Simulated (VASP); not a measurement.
# TaO4F (I-4) in VASP: single point with r2SCAN

Aim: the single point of TaO4F with r2SCAN.

All numbers are computed with VASP 6.6.1; they aren't measurements. Logs are shortened: lines on timing, memory, paths and dates and some standing lists are left out, and cuts for length are marked.

## (1) The cell of the first run

The structure is tetragonal, space group I-4 (No. 82). The conventional cell has a = 4.976 Å, b = 4.976 Å, c = 4.948 Å, α = 90.00°, β = 90.00°, γ = 90.00°. Within 2.6 Å of Ta (site symmetry -4) lie 8 O at 1.93 to 2.42 Å. F (site symmetry -4) has 4 O at 1.97 Å within 2.6 Å. Within 2.6 Å of O (site symmetry 1) lie 2 Ta at 1.93 to 2.42 Å and 1 F at 1.97 Å and 2 O at 2.30 Å.

## (2) Single point, r2SCAN

Input file POSCAR:

```
TaO4F
1.0
   -2.4880170638      2.4880170638      2.4740582604
    2.4880170638     -2.4880170638      2.4740582604
    2.4880170638      2.4880170638     -2.4740582604
Ta F O
1 1 4
Direct
    0.0000000000      0.0000000000      0.0000000000
    0.2500000000      0.7500000000      0.5000000000
    0.4900231679      0.4393384320      0.3979063924
    0.5606615680     -0.0414320396      0.0506847359
    1.0414320396      1.0921167754      0.6020936076
   -0.0921167754      0.5099768321      0.9493152641
```

Input file INCAR.step1:

```
PREC     = Accurate       # precision mode
ENCUT    = 520            # plane-wave cutoff, eV
ISMEAR   = -1             # smearing method
SIGMA    = 0.1            # smearing width, eV
LREAL    = F              # projectors in reciprocal space
LASPH    = T              # aspherical terms in the spheres
NELM     = 100            # most SCF steps
NBANDS   = 30             # bands
GGA      = PE             # functional
ALGO     = Normal         # electronic algorithm
EDIFF    = 1E-4           # SCF threshold, eV
LWAVE    = T              # write WAVECAR
LCHARG   = F              # write CHGCAR
```

Input file INCAR.step2:

```
PREC     = Accurate       # precision mode
ENCUT    = 520            # plane-wave cutoff, eV
EDIFF    = 1E-6           # SCF threshold, eV
ISMEAR   = -1             # smearing method
SIGMA    = 0.1            # smearing width, eV
LREAL    = F              # projectors in reciprocal space
LASPH    = T              # aspherical terms in the spheres
NELM     = 100            # most SCF steps
ALGO     = Normal         # electronic algorithm
ISIF     = 2              # what is computed and relaxed
LWAVE    = F              # write WAVECAR
LCHARG   = T              # write CHGCAR
METAGGA  = R2SCAN         # meta-GGA
LMIXTAU  = T            
LELF     = T              # ELF
LVHAR    = T            
NBANDS   = 30             # bands
ISTART   = 1
```

Input file KPOINTS:

```
regular mesh
0
Gamma
  5 5 5
```

Potentials or basis: VASP PAW PBE potentials, release 64 (Ta_pv, F, O).

Run with:

```sh
cat potpaw_PBE.64/Ta_pv/POTCAR potpaw_PBE.64/F/POTCAR potpaw_PBE.64/O/POTCAR > POTCAR
cp INCAR.step1 INCAR
mpirun -np 1 vasp_std > vasp.out
cp INCAR.step2 INCAR
mpirun -np 1 vasp_std > vasp.out
```

OUTCAR:

```text
PREC = Accurate
   ENCUT = 520
   EDIFF = 1E-6
   ISMEAR = -1
   LREAL = F
   LASPH = T
   NELM = 100
   ISIF = 2
   METAGGA = R2SCAN
   ISTART = 1

 ion  position               nearest neighbor table
   1  0.000  0.000  0.000-   5 1.93   3 1.93   4 1.93   6 1.93   6 2.42   4 2.42   3 2.42   5 2.42

   2  0.250  0.750  0.500-
   3  0.490  0.439  0.398-   1 1.93   1 2.42
   4  0.561  0.959  0.051-   1 1.93   1 2.42
   5  0.041  0.092  0.602-   1 1.93   1 2.42
   6  0.908  0.510  0.949-   1 1.93   1 2.42

  LATTYP: Found a body centered tetragonal cell.
 ALAT       =     4.9760341276
 C/A-ratio  =     0.9943895870

  Lattice vectors:

 A1 = (  -2.4880170638,   2.4880170638,   2.4740582604)
 A2 = (   2.4880170638,  -2.4880170638,   2.4740582604)
 A3 = (   2.4880170638,   2.4880170638,  -2.4740582604)

Analysis of symmetry for initial positions (statically):
=====================================================================
 Subroutine PRICEL returns:
 Original cell was already a primitive cell.

 Routine SETGRP: Setting up the symmetry group for a
 body centered tetragonal supercell.

 Subroutine GETGRP returns: Found  4 space group operations
 (whereof  4 operations were pure point group operations)
 out of a pool of 16 trial point group operations.

The static configuration has the point symmetry S_4 .

Analysis of symmetry for dynamics (positions and initial velocities):
=====================================================================
 Subroutine PRICEL returns:
 Original cell was already a primitive cell.

 Routine SETGRP: Setting up the symmetry group for a
 body centered tetragonal supercell.

 Subroutine GETGRP returns: Found  4 space group operations
 (whereof  4 operations were pure point group operations)
 out of a pool of 16 trial point group operations.

The dynamic configuration has the point symmetry S_4 .

 Subroutine INISYM returns: Found  4 space group operations
 (whereof  4 operations are pure point group operations),
 and found     1 'primitive' translations

----------------------------------------------------------------------------------------

                                     Primitive cell

[... 91 lines left out ...]
   LASPH  =      T    aspherical Exc in radial PAW
   ENCUT  =  520.0 eV  38.22 Ry    6.18 a.u.   8.00  8.00  8.00*2*pi/ulx,y,z
   NELM   =    100;   NELMIN=  2; NELMDL=  0     # of ELM steps
   EDIFF  = 0.1E-05   stopping-criterion for ELM
   LREAL  =      F    real-space projection
   EDIFFG = 0.1E-04   stopping-criterion for IOM
   NSW    =      0    number of steps for IOM
   IBRION =     -1    ionic relax: 0-MD 1-quasi-New 2-CG
   NFREE  =      0    steps in history (QN), initial steepest desc. (CG)
   ISIF   =      2    stress and relaxation
   ISYM   =      2    0-nonsym 1-usesym 2-fastsym
   POTIM  = 0.5000    time-step for ionic-motion
   TEBEG  =    0.0;   TEEND  =   0.0 temperature during run
   PSTRESS=    0.0 pullay stress
   NELECT =      42.0000    total number of electrons
   NUPDOWN=      -1.0000    fix difference up-down
   EMIN   =  10.00;   EMAX   =-10.00  energy-range for DOS
   EFERMI =   0.00;   METHOD = LEGACY
   ISMEAR =    -1;   SIGMA  =   0.10  broadening in eV -4-tet -1-fermi 0-gaus
   EFERMI_NEDOS =   21; number of points for ismear=-14 and -15
   IALGO  =     38    algorithm
   IMIX   =      4    mixing-type and parameters
     AMIX     =   0.40;   BMIX     =  1.00
     AMIX_MAG =   1.60;   BMIX_MAG =  1.00
  volume/ion in A,a.u.               =      10.21        68.90
  Fermi-wavevector in a.u.,A,eV,Ry     =   1.443552  2.727917 28.352391  2.083842
  Thomas-Fermi vector in A             =   2.561947
   LORBIT       =      0    0 simple, 1 ext, 2 COOP (PROOUT), +10 PAW based schemes
   METAGGA = R2SCAN    functional components
   LHFCALC =     F    Hartree Fock is set to
   AEXX    =    0.0000 exact exchange contribution
   IVDW    =     0    specifies the selected vdW correction
   LEPSILON=     F    determine dielectric tensor
   LRPA    =     F    only Hartree local field effects (RPA)
 non-spin polarized calculation
  energy-cutoff  :      520.00
  volume of cell :       61.26
 maximum number of plane-waves:      1666
   NGX = 15   NGY = 15   NGZ = 15

 number of electron      42.0000005 magnetization

 Free energy of the ion-electron system (eV)
  ---------------------------------------------------
  ext. energy  EPLUGINS =         0.00000000
  ---------------------------------------------------
  free energy    TOTEN  =       -80.44742704 eV

  energy without entropy =      -80.35998775  energy(sigma->0) =      -80.40370740

 E-fermi :   1.7118     XC(G=0): -12.0434

 val. band max:        1.7066866741   @ k =  -0.4000   0.4000   0.4000
 cond. band min:       1.7814733063   @ k =  -0.2000   0.2000   0.2000
 fundamental gap:      0.0747866322
 Fermi energy:         1.7118306467

 k-point     1 :       0.0000    0.0000    0.0000
  band No.  band energies     occupation
      1     -34.1783      2.00000
      2     -34.1783      2.00000
      3     -34.1235      2.00000
      4     -23.2227      2.00000
      5     -17.4950      2.00000
      6     -16.3339      2.00000
[... 682 lines left out ...]
     29      12.4379      0.00000
     30      16.1452      0.00000

------------------------ aborting loop because EDIFF is reached ----------------------------------------

  FORCE on cell =-STRESS in cart. coord.  units (eV):
  Direction    XX          YY          ZZ          XY          YZ          ZX
  --------------------------------------------------------------------------------------
  -------------------------------------------------------------------------------------
  Total        0.3629022      0.3629022      0.4989430     -0.0000022      0.0000000      0.0000000
  in kB        9.4912538      9.4912538     13.0492315     -0.0000568      0.0000000      0.0000000
  external PRESSURE =      10.6772464 kB  Pullay stress =       0.0000000 kB

 VOLUME and BASIS-vectors are now :
 -----------------------------------------------------------------------------
  energy-cutoff  :      520.00
  volume of cell :       61.26
      direct lattice vectors                 reciprocal lattice vectors
    -2.488017064  2.488017064  2.474058260     0.000000000  0.200963252  0.202097100
     2.488017064 -2.488017064  2.474058260     0.200963252  0.000000000  0.202097100
     2.488017064  2.488017064 -2.474058260     0.200963252  0.200963252  0.000000000

 POSITION                                       TOTAL-FORCE (eV/Angst)
 -----------------------------------------------------------------------------------
      0.00000      0.00000      0.00000         0.000000      0.000000      0.000000
      2.48802      0.00000      1.23703         0.000000      0.000000     -0.000000
      0.86389      1.11610      1.31485         0.052277      0.084016      0.092542
      1.11610     -0.86389      3.63327         0.084016     -0.052277     -0.092542
      1.62412      1.37191     -1.15921        -0.052277     -0.084016      0.092542
      1.37191      3.35191      1.15921        -0.084016      0.052277     -0.092542
 -----------------------------------------------------------------------------------
    total drift:                               -0.000007     -0.000009     -0.000007

  FREE ENERGIE OF THE ION-ELECTRON SYSTEM (eV)
  ---------------------------------------------------
  free  energy   TOTEN  =       -80.4474270415 eV

  energy  without entropy=      -80.3599877493  energy(sigma->0) =      -80.40370740
```

OUTCAR.step1:

```text
PREC = Accurate
   ENCUT = 520
   ISMEAR = -1
   LREAL = F
   LASPH = T
[... 923 lines left out ...]
      0.86389      1.11610      1.31485         0.012952      0.267900      0.222065
      1.11610     -0.86389      3.63327         0.267900     -0.012952     -0.222065
      1.62412      1.37191     -1.15921        -0.012952     -0.267900      0.222065
      1.37191      3.35191      1.15921        -0.267900      0.012952     -0.222065
 -----------------------------------------------------------------------------------
    total drift:                                0.000003      0.000002      0.000004

  FREE ENERGIE OF THE ION-ELECTRON SYSTEM (eV)
  ---------------------------------------------------
  free  energy   TOTEN  =       -37.9919526614 eV

  energy  without entropy=      -37.8845891017  energy(sigma->0) =      -37.93827088
```

Wall time 75 s (1 thread of Intel Xeon Platinum 8488C (Sapphire Rapids), shared host); peak memory 0.2 GiB.

Results:

```
Free energy            : -80.4474 eV
Pressure               : 1.1 GPa
Largest force          : 0.135 eV/Å
Band gap on the k mesh : 0.07 eV, indirect (least direct gap 0.33 eV)
```

Forces on the atoms (eV/Å):
```
Ta   0.000  0.000  0.000
F    0.000  0.000  0.000
O    0.052  0.084  0.093
O    0.084 -0.052 -0.093
O   -0.052 -0.084  0.093
O   -0.084  0.052 -0.093
```

Caveat: the PAW data sets were made with another functional, which shifts forces and pressure a little; spin-orbit coupling is left out, which moves the levels of the heavy elements.
